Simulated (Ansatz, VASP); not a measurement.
Two plane-wave programs on SnS2

INCAR

```
SYSTEM = SnS2
PREC     = Accurate       ! precision mode
ENCUT    = 500            ! plane-wave cutoff, eV
EDIFF    = 1E-6           ! SCF threshold, eV
ISMEAR   = 0              ! smearing method
SIGMA    = 0.1            ! smearing width, eV
LREAL    = .False.        ! projectors in reciprocal space
LASPH    = .True.         ! aspherical terms in the spheres
NELM     = 200            ! most SCF steps
ALGO     = Normal         ! electronic algorithm
ISIF     = 2              ! what is computed and relaxed
LWAVE    = .False.        ! write WAVECAR
LCHARG   = .False.        ! write CHGCAR
ISPIN    = 2              ! spin polarisation
MAGMOM   = 0 0 0          ! initial moments
LORBIT   = 11             ! projections on sites
GGA      = PE             ! functional
NBANDS   = 24             ! bands
GGA_COMPAT= .False.
```

File KPOINTS:

```
regular mesh
0
Gamma
  6 6 4
  0 0 0
```

The input POSCAR:

```
SnS2
1.0
    3.6743056006      0.0000000000      0.0000000000
   -1.8371528003      3.1820419914      0.0000000000
    0.0000000000      0.0000000000      6.2288318400
Sn S
1 2
Direct
    0.0000000000      0.0000000000      0.0000000000
    0.3333333333      0.6666666667      0.2346534700
    0.6666666667      0.3333333333      0.7653465300
```

Input for Ansatz:

```yaml
crystal:
  lattice:
    - [3.6743056006, 0.0, 0.0]
    - [-1.8371528003, 3.1820419914, 0.0]
    - [0.0, 0.0, 6.22883184]
  atoms:
    - { symbol: Sn, position: [0.0, 0.0, 0.0] }
    - { symbol: S, position: [0.3333333333, 0.6666666667, 0.23465347] }
    - { symbol: S, position: [0.6666666667, 0.3333333333, 0.76534653] }
basis:
  ecutwfc: 420
kpoints:
  mp_grid: { grid: [6, 6, 4] }
hamiltonian:
  xc: pbe
scf:
  occupations: { method: gaussian, width: 0.1 }
output:
  forces: true
  stress: true
  eigenvalues: true
magnetization:
  spin_polarized: true
```

Alike in both runs: task single point; functional PBE; k mesh 6 × 6 × 4; occupations gaussian, width 0.1 eV; collinear spin.

|  | VASP | Ansatz |
| --- | --- | --- |
| version | VASP 6.6.1 | Ansatz 0.2.0 |
| potentials or method | VASP PAW PBE potentials, release 64 (Sn_d, S), cutoff 500 eV | scalar-relativistic, plane waves, PAW |
| valence electrons in the cell | 26 | 26 |

|  | VASP | Ansatz | Ansatz less VASP |
| --- | --- | --- | --- |
| gap on the k mesh at the Fermi level (eV) | 1.60 | 1.61 | +0.003 |
| least direct gap on the mesh (eV) | 1.89 | 1.89 | +0.001 |
| pressure (GPa) | 2.1 | 2.2 | +0.11 |
| traceless stress, the component that is largest in VASP (GPa) | 0.11 | 0.09 | -0.026 |
| rms of the force components (eV/Å) | 0.109 | 0.112 | +0.0032 |
| net moment per atom (μB) | 0.00 | 0.00 | 0.000 |

Atom by atom the forces differ by 0.003 eV/Å (rms over components). Ansatz's warnings: no starting moments.
